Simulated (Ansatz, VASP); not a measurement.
**One calculation of MgO, two programs**

```
Mg O
1.0
     0.03423    2.28201    2.28201
     2.28201    0.03423    2.28201
     2.31624    2.31624    0.00000
Mg O
1 1
Direct
  0.00268 0.00268 0.99732
  0.24732 0.24732 0.25268
```

Change from the starting cell: shear_xy strain +3.0%.

Alike in both runs: task single point; functional HSE06; k mesh 6 × 6 × 6; no spin polarisation.

```csv
,VASP,Ansatz
version,VASP 6.6.1,Ansatz 0.2.0
potentials or method,"VASP PAW PBE potentials, release 64 (Mg, O)","plane waves, PAW"
plane-wave cutoff (eV),520,420
occupations,"gaussian, width 0.01 eV",fixed
valence electrons in the cell,8,16
```

|  | VASP | Ansatz | Ansatz less VASP |
| --- | --- | --- | --- |
| gap on the k mesh at the Fermi level (eV) | 5.15 | 5.18 | +0.028 |
| pressure (GPa) | -0.1 | 0.0 | +0.08 |
| traceless stress, the component that is largest in VASP (GPa) | -2.68 | -2.64 | +0.038 |

VASP's potentials hold 8 valence electrons a cell and Ansatz's 16, so a difference there can come from the potentials and not from the codes. Ansatz's warnings: stress exchange threshold loose, stress scf threshold loose.
